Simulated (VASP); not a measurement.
TiHg, 2 atoms in the cell. It takes space group P4/mmm (No. 123, tetragonal). Conventional cell: a = 2.942 Å, b = 2.942 Å, c = 4.003 Å, α = 90.00°, β = 90.00°, γ = 90.00°. Within 3.8 Å of Ti (site symmetry 4/mmm) lie 8 Hg at 2.89 Å and 4 Ti at 2.94 Å. Within 3.8 Å of Hg (site symmetry 4/mmm) lie 8 Ti at 2.89 Å and 4 Hg at 2.94 Å. 

```yaml
Program: VASP 6.6.1
Task: single point
Functional: LDA
Potentials_or_basis: VASP PAW LDA potentials, release 64 (Ti_sv, Hg)
Cutoff: 520 eV
k_mesh: 14 × 14 × 10
Occupations: fermi-dirac, width 0.15 eV
Spin: no spin polarisation
Dipole_correction: no
Further_INCAR_settings: ALGO = Fast; EDIFF = 1e-07; NBANDS = 19
```

Potentials or basis: VASP PAW LDA potentials, release 64 (Ti_sv, Hg).

Launch:

```sh
$ cat potpaw_LDA.64/Ti_sv/POTCAR potpaw_LDA.64/Hg/POTCAR > POTCAR
$ mpirun -np 1 vasp_std > vasp.out
```

Hardware: 1 thread of Oxide Virtual Turin-like Processor, with other jobs on the host.

Estimate the wall time of this run.

It took 7.8 min on 1 thread of Oxide Virtual Turin-like Processor (shared host), peak memory 0.22 GiB. Counts: scf iterations 29, k points 216.
